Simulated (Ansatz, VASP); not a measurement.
**Two plane-wave programs on Cr**

Contents of INCAR:

```
SYSTEM = Cr
  ALGO = Normal
  EDIFF = 1E-7
  ENCUT = 520
  GGA = PE
  ISIF = 2
  ISMEAR = -1
  ISPIN = 2
  LASPH = .True.
  LCHARG = .True.
  LELF = .True.
  LMAXMIX = 4
  LORBIT = 11
  LREAL = .False.
  LVHAR = .True.
  LWAVE = .False.
  MAGMOM = 4.5 4.5
  NBANDS = 23
  NELM = 150
  NUPDOWN = 9.0
  PREC = Accurate
  SIGMA = 0.05
```

The input KPOINTS:

```
k-points
0
Gamma
  11 11 6
  0 0 0
```

File POSCAR:

```
Cr
1.0
    1.1470505050     -2.4670251200      0.0000000000
    1.1470505050      2.4670251200      0.0000000000
    0.0000000000      0.0000000000      4.0643107400
Cr
2
Direct
    0.8705325800      0.1294674200      0.7500000000
    0.1294674200      0.8705325800      0.2500000000
```

File input.yaml:

```yaml
crystal:
  lattice:
    - [1.147050505, -2.46702512, 0.0]
    - [1.147050505, 2.46702512, 0.0]
    - [0.0, 0.0, 4.06431074]
  atoms:
    - { symbol: Cr, position: [0.87053258, 0.12946742, 0.75], spin: 4.5 }
    - { symbol: Cr, position: [0.12946742, 0.87053258, 0.25], spin: 4.5 }
hamiltonian:
  xc: pbe
  pseudopotentials: { kind: paw }
magnetization:
  spin_polarized: true
  initial_magnetization: 9.0
  spin_locking: { lock_magnetization: hard }
kpoints:
  mp_grid: { grid: [11, 11, 6] }
scf:
  occupations: { method: fermi_dirac, width: 0.05 }
  lower_state_search: "off"
output:
  forces: true
  stress: true
  eigenvalues: true
```

Alike in both runs: task single point; functional PBE; k mesh 11 × 11 × 6; occupations fermi-dirac, width 0.05 eV; collinear spin; fixed moment 9 μB.

|  | VASP | Ansatz |
| --- | --- | --- |
| version | VASP 6.6.1 | Ansatz 0.2.0 |
| potentials or method | VASP PAW PBE potentials, release 64 (Cr_pv) | Ansatz PAW |
| plane-wave cutoff (eV) | 520 | 420 |
| valence electrons in the cell | 24 | 28 |

```tsv
	VASP	Ansatz	Ansatz less VASP
rms of the force components (eV/Å)	0.413	0.408	-0.0054
net moment per atom (μB)	4.50	4.50	0.000
size of the moment on the site where the two differ most (μB)	4.15	3.57	-0.587
```

Site moments also hang on the region over which each program counts them. Atom by atom the forces differ by 0.005 eV/Å (rms over components). VASP's potentials hold 24 valence electrons a cell and Ansatz's 28, so a difference there can come from the potentials and not from the codes.
